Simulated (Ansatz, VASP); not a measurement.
SnO: VASP beside Ansatz

```
Sn O
1.0
     3.80200    0.00000    0.00000
     0.00000    3.80200    0.00000
     0.00000    0.00000    4.83600
Sn O
2 2
Direct
  0.00000 0.50000 0.23850
  0.50000 0.00000 0.76150
  0.84219 0.00000 0.87593
  0.50000 0.50000 0.00000
```

Alike in both runs: task single point; functional PBEsol; k mesh 12 × 12 × 10; occupations gaussian, width 0.15 eV; no spin polarisation.

|  | VASP | Ansatz |
| --- | --- | --- |
| version | VASP 6.6.1 | Ansatz 0.2.0 |
| potentials or method | VASP PAW PBE potentials, release 64 (Sn_d, O), cutoff 520 eV | scalar-relativistic, plane waves, PAW |
| valence electrons in the cell | 40 | 40 |

Ansatz gave:

```
gap on the k mesh at the Fermi level (eV) : none
rms of the force components (eV/Å)        : 20.706
```

Which values does VASP return?

gap on the k mesh at the Fermi level (eV): none; rms of the force components (eV/Å): 17.160.

VASP's potentials were made for PBE, not for PBEsol. Atom by atom the forces differ by 3.552 eV/Å (rms over components). A gap of «none» marks a metal or a gap that the smearing closes. The functional is the same, so the differences come from potentials, cutoffs and numerics.
